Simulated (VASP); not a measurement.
Input of a VASP 6.6.1 run:

Contents of INCAR:

```
SYSTEM = TiAl
  PREC = Accurate
  ENCUT = 520
  EDIFF = 1E-6
  ISMEAR = 0
  SIGMA = 0.15
  LREAL = .False.
  LASPH = .True.
  NELM = 80
  ALGO = Fast
  ISIF = 2
  LWAVE = .False.
  LCHARG = .False.
  GGA = PS
  NBANDS = 14
```

File KPOINTS:

```
Automatic mesh
0
Gamma
  21 21 12
  0 0 0
```

Contents of POSCAR:

```
TiAl
1.0
    3.0886646098      0.0000000000      0.0000000000
   -1.5443323049      2.6748620158      0.0000000000
    0.0000000000      0.0000000000      4.0314497192
Ti Al
1 1
Direct
    0.0000000000      0.0000000000      0.0000000000
    0.3333333333      0.6666666667      0.5000000000
```

Potentials or basis: VASP PAW PBE potentials, release 64 (Ti_sv, Al).

Launch:

```sh
$ cat potpaw_PBE.64/Ti_sv/POTCAR potpaw_PBE.64/Al/POTCAR > POTCAR
$ mpirun -np 1 vasp_std > vasp.out
```

Question: What does it give for the pressure?

Answer: 1.8 GPa.

Stress tensor (GPa, compression positive):
```
-5.56  0.00  0.00
 0.00 -5.56  0.00
 0.00  0.00 16.54
```

Caveat: the PAW data sets were made with another functional, which shifts forces and pressure a little.
